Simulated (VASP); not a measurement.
Wanted: the native input for a VASP 6.6.1 run.

```
Task                   : single point
Functional             : PBE
Potentials or basis    : VASP PAW PBE potentials, release 64 (Tl_d, B, Te)
Cutoff                 : 520 eV
k mesh                 : 4 × 4 × 4
Occupations            : gaussian, width 0.1 eV
Spin                   : no spin polarisation
Dipole correction      : no
Further INCAR settings : ALGO = Normal; EDIFF = 1e-06; NBANDS = 35
```

The structure of Tl2B6Te lies in POSCAR:

```
Tl2B6Te
1.0
    0.0000000000      4.2347933400      4.2347933400
    4.2347933400      0.0000000000      4.2347933400
    4.2347933400      4.2347933400      0.0000000000
Tl B Te
2 6 1
Direct
    0.7500000000      0.7500000000      0.7500000000
    0.2500000000      0.2500000000      0.2500000000
    0.7502719800      0.7502719800      0.2497280200
    0.2497280200      0.2497280200      0.7502719800
    0.2497280200      0.7502719800      0.7502719800
    0.7502719800      0.2497280200      0.2497280200
    0.2497280200      0.7502719800      0.2497280200
    0.7502719800      0.2497280200      0.7502719800
    0.0000000000      0.0000000000      0.0000000000
```

The input as run:

INCAR

```
ALGO = Normal
EDIFF = 1E-6
ENCUT = 520
GGA = PE
ISIF = 2
ISMEAR = 0
LASPH = T
LCHARG = F
LREAL = F
LWAVE = F
NBANDS = 35
NELM = 60
PREC = Accurate
SIGMA = 0.1
```

KPOINTS

```
k-points
0
Gamma
  4 4 4
```

Potentials or basis: VASP PAW PBE potentials, release 64 (Tl_d, B, Te).

Command:

```sh
$ cat potpaw_PBE.64/Tl_d/POTCAR potpaw_PBE.64/B/POTCAR potpaw_PBE.64/Te/POTCAR > POTCAR
$ mpirun -np 1 vasp_std > vasp.out
```

Results of the run:

| Quantity | Value |
| --- | --- |
| Pressure | 5.8 GPa |
| Largest force | 3.726 eV/Å |
| Band gap on the k mesh | zero (band 25 reaches 5.49 eV, above the bottom of band 26 at 5.28 eV) |

Caveat: spin-orbit coupling is left out, which moves the levels of the heavy elements; forces of over 1 eV/Å act on the atoms, so gaps and moduli don't describe the material at rest.

It took 28 s on 1 thread of Intel(R) Xeon(R) 6975P-C (Granite Rapids), with other jobs on the host, peak memory 0.33 GiB.
